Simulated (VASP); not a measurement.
Input of a VASP 6.6.1 run:

INCAR

```
PREC = Accurate
ENCUT = 520
EDIFF = 1E-6
ISMEAR = 0
SIGMA = 0.15
LREAL = False
LASPH = True
NELM = 60
ALGO = Fast
ISIF = 2
LWAVE = False
LCHARG = False
GGA = PS
NBANDS = 14
```

The input KPOINTS:

```
Automatic mesh
0
Gamma
  28 28 28
```

Contents of POSCAR:

```
Rh
1.0
    0.0000000000      1.7482468368      1.8899965803
    1.8899965803      0.0000000000      1.8899965803
    1.8899965803      1.7482468368      0.0000000000
Rh
1
Direct
    0.0000000000      0.0000000000      0.0000000000
```

Potentials or basis: VASP PAW PBE potentials, release 64 (Rh_pv).

Command:

```console
$ cat potpaw_PBE.64/Rh_pv/POTCAR > POTCAR
$ mpirun -np 1 vasp_std > vasp.out
```

(1) Estimate the pressure.

(2) Estimate the band gap on the k mesh.

Results:

(1) 29.0 GPa.

(2) zero (an odd number of electrons rules out a gap without spin polarisation).

Caveat: the cell differs from its parent crystal (strain -0.0750 x Voigt [0, 1, 0, 0, 0, 0]); the stress differs along the axes, from 21 to 44 GPa; the PAW data sets were made with another functional, which shifts forces and pressure a little.
